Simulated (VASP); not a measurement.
# PbS (Fm-3m) in VASP: single point with HSE06

Aim: the single point of PbS with HSE06.

Everything below comes from runs of VASP 6.6.1. Logs are shortened: lines on timing, memory, paths and dates and some standing lists are left out, and cuts for length are marked.

## (1) The cell of the first run

Symmetry: Fm-3m, No. 225, cubic system. Conventional cell: a = 5.931 Å, b = 5.931 Å, c = 5.931 Å, α = 90.00°, β = 90.00°, γ = 90.00°. Within 3.9 Å of Pb (site symmetry m-3m) lie 6 S at 2.97 Å. Within 3.9 Å of S (site symmetry m-3m) lie 6 Pb at 2.97 Å.

## (2) Single point, HSE06

POSCAR

```
PbS
1.0
    0.0000000000      2.9657500000      2.9657500000
    2.9657500000      0.0000000000      2.9657500000
    2.9657500000      2.9657500000      0.0000000000
Pb S
1 1
Direct
    0.0000000000      0.0000000000      0.0000000000
    0.5000000000      0.5000000000      0.5000000000
```

INCAR.step1

```
  ALGO = Normal
  EDIFF = 1E-5
  ENCUT = 400
  GGA = PE
  GGA_COMPAT = False
  ISIF = 2
  ISMEAR = 0
  LASPH = True
  LREAL = False
  LWAVE = True
  NBANDS = 17
  NELM = 120
  PREC = Accurate
  SIGMA = 0.01
```

INCAR.step2

```
  ALGO = Normal
  EDIFF = 1E-6
  ENCUT = 400
  GGA = PE
  GGA_COMPAT = False
  HFSCREEN = 0.2079
  ISIF = 2
  ISMEAR = 0
  ISTART = 1
  LASPH = True
  LCHARG = True
  LELF = True
  LHFCALC = True
  LREAL = False
  LVHAR = True
  LWAVE = False
  NBANDS = 17
  NELM = 120
  PREC = Accurate
  PRECFOCK = Normal
  SIGMA = 0.01
```

KPOINTS

```
k-points
0
Gamma
  4 4 4
```

Potentials or basis: VASP PAW PBE potentials, release 64 (Pb_d, S).

Launch:

```
> cat potpaw_PBE.64/Pb_d/POTCAR potpaw_PBE.64/S/POTCAR > POTCAR
> cp INCAR.step1 INCAR
> mpirun -np 1 vasp_std > vasp.out
> cp INCAR.step2 INCAR
> mpirun -np 1 vasp_std > vasp.out
```

OUTCAR:

```text
EDIFF = 1E-6
   ENCUT = 400
   GGA = PE
   HFSCREEN = 0.2079
   ISIF = 2
   ISMEAR = 0
   ISTART = 1
   LASPH = True
   LHFCALC = True
   LREAL = False
   NELM = 120
   PREC = Accurate
   PRECFOCK = Normal

 ion  position               nearest neighbor table
   1  0.000  0.000  0.000-   2 2.97   2 2.97   2 2.97   2 2.97   2 2.97   2 2.97
   2  0.500  0.500  0.500-   1 2.97   1 2.97   1 2.97   1 2.97   1 2.97   1 2.97

  LATTYP: Found a face centered cubic cell.
 ALAT       =     5.9315000000

  Lattice vectors:

 A1 = (   0.0000000000,   2.9657500000,   2.9657500000)
 A2 = (   2.9657500000,   0.0000000000,   2.9657500000)
 A3 = (   2.9657500000,   2.9657500000,   0.0000000000)

Analysis of symmetry for initial positions (statically):
=====================================================================
 Subroutine PRICEL returns:
 Original cell was already a primitive cell.

 Routine SETGRP: Setting up the symmetry group for a
 face centered cubic supercell.

 Subroutine GETGRP returns: Found 48 space group operations
 (whereof 48 operations were pure point group operations)
 out of a pool of 48 trial point group operations.

The static configuration has the point symmetry O_h .

Analysis of symmetry for dynamics (positions and initial velocities):
=====================================================================
 Subroutine PRICEL returns:
 Original cell was already a primitive cell.

 Routine SETGRP: Setting up the symmetry group for a
 face centered cubic supercell.

 Subroutine GETGRP returns: Found 48 space group operations
 (whereof 48 operations were pure point group operations)
 out of a pool of 48 trial point group operations.

The dynamic configuration has the point symmetry O_h .

 Subroutine INISYM returns: Found 48 space group operations
 (whereof 48 operations are pure point group operations),
 and found     1 'primitive' translations

----------------------------------------------------------------------------------------

                                     Primitive cell

  volume of cell :      52.1715

  direct lattice vectors                    reciprocal lattice vectors
     0.000000000  2.965750000  2.965750000    -0.168591419  0.168591419  0.168591419
     2.965750000  0.000000000  2.965750000     0.168591419 -0.168591419  0.168591419
     2.965750000  2.965750000  0.000000000     0.168591419  0.168591419 -0.168591419

  length of vectors
     4.194203873  4.194203873  4.194203873     0.292008903  0.292008903  0.292008903

  position of ions in fractional coordinates (direct lattice)
     0.000000000  0.000000000  0.000000000
     0.500000000  0.500000000  0.500000000

  ion indices of the primitive-cell ions
   primitive index   ion index
                 1           1
                 2           2

----------------------------------------------------------------------------------------

 KPOINTS: k-points

Automatic generation of k-mesh.
 Grid dimensions read from file:
 generate k-points for:    4    4    4

 Generating k-lattice:

  Cartesian coordinates                     Fractional coordinates (reciprocal lattice)
    -0.042147855  0.042147855  0.042147855     0.250000000  0.000000000  0.000000000
     0.042147855 -0.042147855  0.042147855     0.000000000  0.250000000  0.000000000
     0.042147855  0.042147855 -0.042147855     0.000000000  0.000000000  0.250000000

  Length of vectors
     0.073002226  0.073002226  0.073002226

  Shift w.r.t. Gamma in fractional coordinates (k-lattice)
     0.000000000  0.000000000  0.000000000

 Subroutine IBZKPT returns following result:
 ===========================================

 Found      8 irreducible k-points:

 Following reciprocal coordinates:
            Coordinates               Weight
  0.000000  0.000000  0.000000      1.000000
  0.250000  0.000000  0.000000      8.000000
  0.500000  0.000000  0.000000      4.000000
  0.250000  0.250000  0.000000      6.000000
  0.500000  0.250000  0.000000     24.000000
 -0.250000  0.250000  0.000000     12.000000
  0.500000  0.500000  0.000000      3.000000
 -0.250000  0.500000  0.250000      6.000000
   k-points           NKPTS =      8   k-points in BZ     NKDIM =     64   number of bands    NBANDS=     17
   number of dos      NEDOS =    301   number of ions     NIONS =      2
   total plane-waves  NPLWV =  21952
   dimension x,y,z NGX =    28 NGY =   28 NGZ =   28
   dimension x,y,z NGXF=    56 NGYF=   56 NGZF=   56
   ions per type =               1   1
   NGX,Y,Z   is equivalent  to a cutoff of  11.10, 11.10, 11.10 a.u.
   NGXF,Y,Z  is equivalent  to a cutoff of  22.20, 22.20, 22.20 a.u.
 SYSTEM =  unknown system
   PREC   = accura    normal or accurate (medium, high low for compatibility)
   ISTART =      1    job   : 0-new  1-cont  2-samecut
   ICHARG =      0    charge: 1-file 2-atom 10-const
   ISPIN  =      1    spin polarized calculation?
   LNONCOLLINEAR =      F non collinear calculations
   LSORBIT =      F    spin-orbit coupling
   LASPH  =      T    aspherical Exc in radial PAW
   ENCUT  =  400.0 eV  29.40 Ry    5.42 a.u.   6.84  6.84  6.84*2*pi/ulx,y,z
   NELM   =    120;   NELMIN=  2; NELMDL=  0     # of ELM steps
   EDIFF  = 0.1E-05   stopping-criterion for ELM
   LREAL  =      F    real-space projection
   EDIFFG = 0.1E-04   stopping-criterion for IOM
   NSW    =      0    number of steps for IOM
   IBRION =     -1    ionic relax: 0-MD 1-quasi-New 2-CG
   NFREE  =      0    steps in history (QN), initial steepest desc. (CG)
   ISIF   =      2    stress and relaxation
   ISYM   =      3    0-nonsym 1-usesym 2-fastsym
   POTIM  = 0.5000    time-step for ionic-motion
   TEBEG  =    0.0;   TEEND  =   0.0 temperature during run
   PSTRESS=    0.0 pullay stress
   NELECT =      20.0000    total number of electrons
   NUPDOWN=      -1.0000    fix difference up-down
   EMIN   =  10.00;   EMAX   =-10.00  energy-range for DOS
   EFERMI =   0.00;   METHOD = LEGACY
   ISMEAR =     0;   SIGMA  =   0.01  broadening in eV -4-tet -1-fermi 0-gaus
   EFERMI_NEDOS =   21; number of points for ismear=-14 and -15
   IALGO  =     38    algorithm
   IMIX   =      1    mixing-type and parameters
     AMIX     =   0.40;   BMIX     =  1.00
     AMIX_MAG =   1.60;   BMIX_MAG =  1.00
  volume/ion in A,a.u.               =      26.09       176.04
  Fermi-wavevector in a.u.,A,eV,Ry     =   1.189251  2.247359 19.242973  1.414319
  Thomas-Fermi vector in A             =   2.325363
   LORBIT       =      0    0 simple, 1 ext, 2 COOP (PROOUT), +10 PAW based schemes
   GGA     = PE    functional components
   LHFCALC =     T    Hartree Fock is set to
   PRECFOCK=normal    Normal, Fast or Accurate (Low or Medium for compatibility)
   ENCUT4O =  -1.0   cutoff for four orbital integrals eV
   NKREDX  =     1    reduce k-point grid by
   NKREDY  =     1    reduce k-point grid by
   NKREDZ  =     1    reduce k-point grid by
   AEXX    =    0.2500 exact exchange contribution
   HFSCREEN=    0.2079 screening length (either q_TF or 0.3 A-1)
   HFSCREENC=   0.2079 screening length for correlation (either q_TF or 0.3 A-1)
   ENCUTFOCK=  -1.0 apply spherical cutoff to Coloumb kernel
   IVDW    =     0    specifies the selected vdW correction
   LEPSILON=     F    determine dielectric tensor
   LRPA    =     F    only Hartree local field effects (RPA)
 non-spin polarized calculation
 Gauss-broadening in eV      SIGMA  =   0.01
  energy-cutoff  :      400.00
  volume of cell :       52.17
 maximum number of plane-waves:       960
  NGX = 24; NGY = 24; NGZ = 24

 number of electron      19.9999993 magnetization

 Free energy of the ion-electron system (eV)
  ---------------------------------------------------
  ext. energy  EPLUGINS =         0.00000000
  ---------------------------------------------------
  free energy    TOTEN  =       -10.38962054 eV

  energy without entropy =      -10.38962054  energy(sigma->0) =      -10.38962054

 E-fermi :   5.6085     XC(G=0):  -8.0458

 val. band max:        5.5409243940   @ k =   0.5000   0.0000   0.0000
 cond. band min:       6.3406076535   @ k =   0.5000   0.0000   0.0000
 fundamental gap:      0.7996832595
 Fermi energy:         5.6085276049

 k-point     1 :       0.0000    0.0000    0.0000
  band No.  band energies     occupation
      1     -13.0493      2.00000
      2     -13.0493      2.00000
      3     -13.0493      2.00000
      4     -13.0453      2.00000
      5     -13.0453      2.00000
      6      -9.6085      2.00000
[... 9 lines left out ...]
     16      12.9621      0.00000
     17      14.8771      0.00000

 k-point     2 :       0.2500    0.0000    0.0000
  band No.  band energies     occupation
      1     -13.0640      2.00000
      2     -13.0640      2.00000
      3     -13.0477      2.00000
      4     -13.0261      2.00000
      5     -13.0261      2.00000
      6      -9.0694      2.00000
[... 9 lines left out ...]
     16      14.2749      0.00000
     17      18.3167      0.00000

 k-point     3 :       0.5000    0.0000    0.0000
  band No.  band energies     occupation
      1     -13.0817      2.00000
      2     -13.0817      2.00000
      3     -13.0473      2.00000
      4     -13.0035      2.00000
      5     -13.0035      2.00000
      6      -8.2924      2.00000
[... 9 lines left out ...]
     16      16.6343      0.00000
     17      17.0433      0.00000

 k-point     4 :       0.2500    0.2500    0.0000
  band No.  band energies     occupation
      1     -13.1123      2.00000
      2     -13.0619      2.00000
      3     -13.0326      2.00000
      4     -13.0199      2.00000
      5     -13.0199      2.00000
      6      -8.8620      2.00000
[... 9 lines left out ...]
     16      16.4755      0.00000
     17      16.4764      0.00000

 k-point     5 :       0.5000    0.2500    0.0000
  band No.  band energies     occupation
      1     -13.1466      2.00000
      2     -13.0512      2.00000
      3     -13.0489      2.00000
      4     -13.0112      2.00000
      5     -12.9983      2.00000
      6      -8.0673      2.00000
[... 9 lines left out ...]
     16      17.2790      0.00000
     17      17.9670      0.00000

 k-point     6 :      -0.2500    0.2500    0.0000
  band No.  band energies     occupation
      1     -13.0993      2.00000
      2     -13.0673      2.00000
      3     -13.0356      2.00000
      4     -13.0201      2.00000
      5     -13.0174      2.00000
      6      -8.3516      2.00000
[... 9 lines left out ...]
     16      16.2842      0.00000
     17      17.2023      0.00000

 k-point     7 :       0.5000    0.5000    0.0000
  band No.  band energies     occupation
      1     -13.2184      2.00000
      2     -13.0746      2.00000
      3     -13.0198      2.00000
      4     -12.9887      2.00000
      5     -12.9887      2.00000
      6      -7.8033      2.00000
[... 9 lines left out ...]
     16      18.8996      0.00000
     17      18.9003      0.00000

 k-point     8 :      -0.2500    0.5000    0.2500
  band No.  band energies     occupation
      1     -13.1697      2.00000
      2     -13.0478      2.00000
      3     -13.0331      2.00000
      4     -13.0331      2.00000
      5     -12.9887      2.00000
      6      -7.7723      2.00000
[... 9 lines left out ...]
     16      18.5774      0.00000
     17      18.8919      0.00000

------------------------ aborting loop because EDIFF is reached ----------------------------------------

  FORCE on cell =-STRESS in cart. coord.  units (eV):
  Direction    XX          YY          ZZ          XY          YZ          ZX
  --------------------------------------------------------------------------------------
  -------------------------------------------------------------------------------------
  Total        0.3712280      0.3712280      0.3712280      0.0000000      0.0000000     -0.0000000
  in kB       11.4003383     11.4003383     11.4003383      0.0000000      0.0000000     -0.0000000
  external PRESSURE =      11.4003383 kB  Pullay stress =       0.0000000 kB

 VOLUME and BASIS-vectors are now :
 -----------------------------------------------------------------------------
  energy-cutoff  :      400.00
  volume of cell :       52.17
      direct lattice vectors                 reciprocal lattice vectors
     0.000000000  2.965750000  2.965750000    -0.168591419  0.168591419  0.168591419
     2.965750000  0.000000000  2.965750000     0.168591419 -0.168591419  0.168591419
     2.965750000  2.965750000  0.000000000     0.168591419  0.168591419 -0.168591419

 POSITION                                       TOTAL-FORCE (eV/Angst)
 -----------------------------------------------------------------------------------
      0.00000      0.00000      0.00000        -0.000000     -0.000000      0.000000
      2.96575      2.96575      2.96575         0.000000      0.000000      0.000000
 -----------------------------------------------------------------------------------
    total drift:                                0.000000      0.000001      0.000000

  FREE ENERGIE OF THE ION-ELECTRON SYSTEM (eV)
  ---------------------------------------------------
  free  energy   TOTEN  =       -10.3896205364 eV

  energy  without entropy=      -10.3896205364  energy(sigma->0) =      -10.38962054
```

It took 5.9 min on 1 thread of Intel Xeon Platinum 8375C at 2.90GHz (Ice Lake), shared host; peak memory 0.27 GiB.

Results:

```
Free energy            : -10.3896 eV
Pressure               : 1.1 GPa
Band gap on the k mesh : 0.80 eV
```

Levels at points of the mesh, in eV from the valence-band top:
```
           k point  band 6  band 7  band 8  band 9  band 10  band 11  band 12  band 13  band 14  band 15
(0.00, 0.00, 0.00)  -15.15   -6.41   -2.55   -2.55    -2.55     6.04     6.04     6.04     7.42     7.42
(0.50, 0.00, 0.00)  -13.83   -9.67   -2.15   -2.15     0.00     0.80     2.48     2.48     9.46    11.09
(0.50, 0.50, 0.00)  -13.34   -7.71   -5.86   -3.94    -3.94     4.36     6.47     6.58     6.58    12.19
```

Caveat: the k points lie up to 0.46 Å⁻¹ apart; the PAW data sets were made with another functional, which shifts forces and pressure a little; spin-orbit coupling is left out, which moves the levels of the heavy elements.
